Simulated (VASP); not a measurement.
# I (Im-3m) in VASP: a series of runs, part 2 of 2

VASP 6.6.1. The steps go on from the part before.

### Step 3. Relaxation of cell and atoms, PBE

This run uses another cell than the first one, of 32.73 Å³/atom.

The input, INCAR:

```
SYSTEM = I
PREC = Accurate
ENCUT = 500
EDIFF = 1E-7
ISMEAR = 0
SIGMA = 0.05
LREAL = .FALSE.
LASPH = .TRUE.
NELM = 120
ALGO = Normal
ISIF = 3
LWAVE = .FALSE.
LCHARG = .FALSE.
GGA = PE
IBRION = 2
NSW = 80
EDIFFG = -0.01
GGA_COMPAT = .FALSE.
NELMIN = 4
```

The input, KPOINTS:

```
Automatic mesh
0
G
  9 9 9
  0 0 0
```

The input, POSCAR:

```
I
1.0
   -2.0150000000      2.0150000000      2.0150000000
    2.0150000000     -2.0150000000      2.0150000000
    2.0150000000      2.0150000000     -2.0150000000
I
1
Direct
    0.0000000000      0.0000000000      0.0000000000
```

Potentials or basis: VASP PAW PBE potentials, release 64 (I).

Run with:

```console
cat potpaw_PBE.64/I/POTCAR > POTCAR
mpirun -np 1 vasp_std > vasp.out
```

OUTCAR:

```text
SYSTEM = I
   PREC = Accurate
   ENCUT = 500
   EDIFF = 1E-7
   ISMEAR = 0
   LREAL = .FALSE.
   LASPH = .TRUE.
   NELM = 120
   ISIF = 3
   GGA = PE
   IBRION = 2
   NSW = 80
   EDIFFG = -0.01
   NELMIN = 4

 ion  position               nearest neighbor table
   1  0.000  0.000  0.000-

  LATTYP: Found a body centered cubic cell.
 ALAT       =     4.0300000000

  Lattice vectors:

 A1 = (  -2.0150000000,   2.0150000000,   2.0150000000)
 A2 = (   2.0150000000,  -2.0150000000,   2.0150000000)
 A3 = (   2.0150000000,   2.0150000000,  -2.0150000000)

Analysis of symmetry for initial positions (statically):
=====================================================================
 Subroutine PRICEL returns:
 Original cell was already a primitive cell.

 Routine SETGRP: Setting up the symmetry group for a
 body centered cubic supercell.

 Subroutine GETGRP returns: Found 48 space group operations
 (whereof 48 operations were pure point group operations)
 out of a pool of 48 trial point group operations.

The static configuration has the point symmetry O_h .

Analysis of symmetry for dynamics (positions and initial velocities):
=====================================================================
 Subroutine PRICEL returns:
 Original cell was already a primitive cell.

 Routine SETGRP: Setting up the symmetry group for a
 body centered cubic supercell.

 Subroutine GETGRP returns: Found 48 space group operations
 (whereof 48 operations were pure point group operations)
 out of a pool of 48 trial point group operations.

The dynamic configuration has the point symmetry O_h .

 Subroutine INISYM returns: Found 48 space group operations
 (whereof 48 operations are pure point group operations),
 and found     1 'primitive' translations

----------------------------------------------------------------------------------------

                                     Primitive cell
[... 91 lines left out ...]
   EDIFFG = -.1E-01   stopping-criterion for IOM
   NSW    =     80    number of steps for IOM
   IBRION =      2    ionic relax: 0-MD 1-quasi-New 2-CG
   NFREE  =      1    steps in history (QN), initial steepest desc. (CG)
   ISIF   =      3    stress and relaxation
   ISYM   =      2    0-nonsym 1-usesym 2-fastsym
   POTIM  = 0.5000    time-step for ionic-motion
   TEBEG  =    0.0;   TEEND  =   0.0 temperature during run
   PSTRESS=    0.0 pullay stress
   NELECT =       7.0000    total number of electrons
   NUPDOWN=      -1.0000    fix difference up-down
   EMIN   =  10.00;   EMAX   =-10.00  energy-range for DOS
   EFERMI =   0.00;   METHOD = LEGACY
   ISMEAR =     0;   SIGMA  =   0.05  broadening in eV -4-tet -1-fermi 0-gaus
   EFERMI_NEDOS =   21; number of points for ismear=-14 and -15
   IALGO  =     38    algorithm
   IMIX   =      4    mixing-type and parameters
     AMIX     =   0.40;   BMIX     =  1.00
     AMIX_MAG =   1.60;   BMIX_MAG =  1.00
  volume/ion in A,a.u.               =      32.73       220.84
  Fermi-wavevector in a.u.,A,eV,Ry     =   0.979067  1.850169 13.042169  0.958572
  Thomas-Fermi vector in A             =   2.109892
   LORBIT       =      0    0 simple, 1 ext, 2 COOP (PROOUT), +10 PAW based schemes
   GGA     = PE    functional components
   LHFCALC =     F    Hartree Fock is set to
   AEXX    =    0.0000 exact exchange contribution
   IVDW    =     0    specifies the selected vdW correction
   LEPSILON=     F    determine dielectric tensor
   LRPA    =     F    only Hartree local field effects (RPA)
 conjugate gradient relaxation of ions
 non-spin polarized calculation
 Gauss-broadening in eV      SIGMA  =   0.05
  energy-cutoff  :      500.00
  volume of cell :       32.73
 maximum number of plane-waves:       845
 NGX is ok and might be reduce to    28
   NGX = 13   NGY = 13   NGZ = 13

--------------------------------------- Ionic step        1  -------------------------------------------

 number of electron       6.9999999 magnetization

 Free energy of the ion-electron system (eV)
  ---------------------------------------------------
  ext. energy  EPLUGINS =         0.00000000
  ---------------------------------------------------
  free energy    TOTEN  =        -1.01246416 eV

  energy without entropy =       -1.00898769  energy(sigma->0) =       -1.01072592

 E-fermi :   5.4807     XC(G=0):  -9.4165

 val. band max:        5.4805156432   @ k =  -0.4444   0.4444   0.1111
 cond. band min:       5.5068425595   @ k =   0.1111   0.0000   0.0000
 fundamental gap:      0.0263269163
 Fermi energy:         5.4807174155

 k-point     1 :       0.0000    0.0000    0.0000
  band No.  band energies     occupation
      1      -8.4920      2.00000
      2       6.5026      0.00000
      3       6.5026      0.00000
      4       6.5026      0.00000
      5      12.9631      0.00000
      6      15.2692      0.00000
      7      15.2692      0.00000
[... 299 lines left out ...]
--------------------------------------- Ionic step        3  -------------------------------------------

 number of electron       7.0000000 magnetization

 Free energy of the ion-electron system (eV)
  ---------------------------------------------------
  ext. energy  EPLUGINS =         0.00000000
  ---------------------------------------------------
  free energy    TOTEN  =        -1.04119251 eV

  energy without entropy =       -1.03714382  energy(sigma->0) =       -1.03916816

 E-fermi :   4.1865     XC(G=0):  -8.9559

 val. band max:        4.1766143213   @ k =   0.3333   0.2222   0.0000
 cond. band min:       4.1896062122   @ k =  -0.4444   0.4444   0.1111
 fundamental gap:      0.0129918909
 Fermi energy:         4.1864556542

 k-point     1 :       0.0000    0.0000    0.0000
  band No.  band energies     occupation
      1      -9.1311      2.00000
      2       5.0058      0.00000
      3       5.0058      0.00000
      4       5.0058      0.00000
      5      11.0785      0.00000
      6      13.9682      0.00000
      7      13.9682      0.00000
[... 258 lines left out ...]
  FREE ENERGIE OF THE ION-ELECTRON SYSTEM (eV)
  ---------------------------------------------------
  free  energy   TOTEN  =        -1.0411925054 eV

  energy  without entropy=       -1.0371438168  energy(sigma->0) =       -1.03916816

 reached required accuracy - stopping structural energy minimisation
```

OSZICAR:

```text
N       E                     dE             d eps       ncg     rms          rms(c)
DAV:   1     0.214221424333E+02    0.21422E+02   -0.26063E+03   490   0.698E+02
DAV:   2    -0.387884347379E+00   -0.21810E+02   -0.21483E+02   686   0.965E+01
DAV:   3    -0.100764254659E+01   -0.61976E+00   -0.61348E+00   602   0.193E+01
[... 32 lines left out ...]
DAV:   8    -0.104119718945E+01    0.13630E-05   -0.67402E-08   364   0.234E-03    0.827E-02
DAV:   9    -0.104119422558E+01    0.29639E-05   -0.53827E-07   644   0.544E-03    0.348E-02
DAV:  10    -0.104119275966E+01    0.14659E-05   -0.19471E-07   518   0.335E-03    0.675E-03
DAV:  11    -0.104119252005E+01    0.23961E-06   -0.90637E-09   280   0.901E-04    0.210E-03
DAV:  12    -0.104119250536E+01    0.14697E-07   -0.14239E-09   280   0.404E-04
   3 F= -.10411925E+01 E0= -.10391682E+01  d E =-.287283E-01
```

CONTCAR:

```text
I
   1.00000000000000
    -2.0836641602305535    2.0836641602305535    2.0836641602305535
     2.0836641602305535   -2.0836641602305535    2.0836641602305535
     2.0836641602305535    2.0836641602305535   -2.0836641602305535
  I
     1
Direct
     0.0000000000000000    0.0000000000000000    0.0000000000000000

  0.00000000E+00  0.00000000E+00  0.00000000E+00
```

Wall time 29 s (1 thread of Intel Xeon Platinum 8375C at 2.90GHz (Ice Lake), shared host); peak memory 0.16 GiB.

What came out:

| Item | Value |
| --- | --- |
| Free energy | -1.0412 eV |
| Relaxed volume | 36.19 Å³/atom |
| Relaxed cell | a = 3.609 Å, b = 3.609 Å, c = 3.609 Å, α = 109.47°, β = 109.47°, γ = 109.47° |
| Space group after relaxing (to 0.1 Å) | Im-3m (No. 229) |
| Energy gained by relaxing | 28.7 meV/atom |
| Ionic steps | 3 |
| Pressure after relaxing | 0.0 GPa |
| Band gap on the k mesh | zero (an odd number of electrons rules out a gap without spin polarisation) |

The path:
```csv
step,energy change (eV),largest force (eV/Å),pressure (GPa),volume (Å³)
1,0.0000,0.0000,2.98,32.73
2,-0.0283,0.0000,0.30,35.69
3,-0.0287,0.0000,-0.02,36.19
```

Final structure:
```
CELL_PARAMETERS angstrom
-2.08366 2.08366 2.08366
2.08366 -2.08366 2.08366
2.08366 2.08366 -2.08366
ATOMIC_POSITIONS crystal
I 0.00000 0.00000 0.00000
```

Levels at points of the mesh, in eV from the Fermi level:
```
           k point  band 1  band 2  band 3  band 4  band 5  band 6  band 7
(0.00, 0.00, 0.00)  -13.32    0.82    0.82    0.82    6.89    9.78    9.78
```

Caveat: spin-orbit coupling is left out, which moves the levels of the heavy elements; an odd number of electrons without spin polarisation forces a metal; a magnetic or distorted state may lie lower.

### Step 4. Relaxation of cell and atoms, PBE, target pressure 20 GPa, at which the enthalpy is minimised

This run uses another cell than the first one, of 32.73 Å³/atom.

The input, INCAR:

```
SYSTEM = I
PREC     = Accurate       ! precision mode
ENCUT    = 500            ! plane-wave cutoff, eV
EDIFF    = 1E-7           ! SCF threshold, eV
ISMEAR   = 0              ! smearing method
SIGMA    = 0.05           ! smearing width, eV
LREAL    = .False.        ! projectors in reciprocal space
LASPH    = .True.         ! aspherical terms in the spheres
NELM     = 120            ! most SCF steps
ALGO     = Normal         ! electronic algorithm
ISIF     = 3              ! what is computed and relaxed
LWAVE    = .False.        ! write WAVECAR
LCHARG   = .False.        ! write CHGCAR
GGA      = PE             ! functional
IBRION   = 2              ! ionic algorithm
NSW      = 80             ! ionic steps
EDIFFG   = -0.01          ! ionic threshold
PSTRESS  = 200.0        
GGA_COMPAT= .False.      
NELMIN   = 4
```

The input, KPOINTS:

```
Automatic mesh
0
Gamma
  9 9 9
  0 0 0
```

POSCAR is that of step 3.

Run with:

```console
cat potpaw_PBE.64/I/POTCAR > POTCAR
mpirun -np 1 vasp_std > vasp.out
```

Run time: 55 s. Hardware: 1 thread of Intel Xeon Platinum 8375C at 2.90GHz (Ice Lake), shared host; peak memory 0.17 GiB.

The run converged. Its results:

```yaml
Free_energy: -0.5754 eV
Relaxed_volume: 25.50 Å³/atom
Relaxed_cell: a = 3.212 Å, b = 3.212 Å, c = 3.212 Å, α = 109.47°, β = 109.47°, γ = 109.47°
Space_group_after_relaxing_to_0.1_Å: Im-3m (No. 229)
Energy_change_on_relaxing_the_run_minimises_the_enthalpy: +437.0 meV/atom
Ionic_steps: 5
Pressure_after_relaxing: 20.0 GPa
Band_gap_on_the_k_mesh: zero (an odd number of electrons rules out a gap without spin polarisation)
```

Step by step:
| step | energy change (eV) | largest force (eV/Å) | pressure (GPa) | volume (Å³) |
| --- | --- | --- | --- | --- |
| 1 | 0.0000 | 0.0000 | 2.98 | 32.73 |
| 2 | 2.2066 | 0.0000 | 77.45 | 18.87 |
| 3 | 0.3777 | 0.0000 | 17.95 | 26.00 |
| 4 | 0.4207 | 0.0000 | 19.44 | 25.63 |
| 5 | 0.4370 | 0.0000 | 20.00 | 25.50 |

Final structure:
```
CELL_PARAMETERS angstrom
-1.85420 1.85420 1.85420
1.85420 -1.85420 1.85420
1.85420 1.85420 -1.85420
ATOMIC_POSITIONS crystal
I 0.00000 0.00000 0.00000
```

Levels at points of the mesh, in eV from the Fermi level:
```tsv
k point	band 1	band 2	band 3	band 4	band 5	band 6	band 7
(0.00, 0.00, 0.00)	-16.13	1.70	1.70	1.70	9.56	9.77	9.77
```

Caveat: the cell is relaxed towards a set pressure, so the run minimises the enthalpy, not the energy; the volume moved by over 15 % at a fixed basis, so the end points are rough; spin-orbit coupling is left out, which moves the levels of the heavy elements; an odd number of electrons without spin polarisation forces a metal; a magnetic or distorted state may lie lower.

### Step 5. Overview

```tsv
task	cell	gap on the mesh (eV)	pressure (GPa)
single point	a = 3.608 Å, angles 109.5°, 1 atom	none	0.0
relaxation of cell and atoms	relaxed from a = 3.490 Å, angles 109.5°, 1 atom	none	0.0
relaxation of cell and atoms	relaxed to 20 GPa from a = 3.490 Å, angles 109.5°, 1 atom	none	20.0
```

Alike in all rows: level PBE; potentials or basis VASP PAW PBE potentials, release 64 (I); no spin polarisation; k mesh 9 × 9 × 9; cutoff (eV) 500; smearing gaussian 0.05 eV.

Caveats: spin-orbit coupling is left out, which moves the levels of the heavy elements; an odd number of electrons without spin polarisation forces a metal; a magnetic or distorted state may lie lower; the cell is relaxed towards a set pressure, so the run minimises the enthalpy, not the energy (at least some runs); the volume moved by over 15 % at a fixed basis, so the end points are rough (at least some runs).

Total energies depend on the potentials used, so only differences within one code and one set of settings carry meaning.
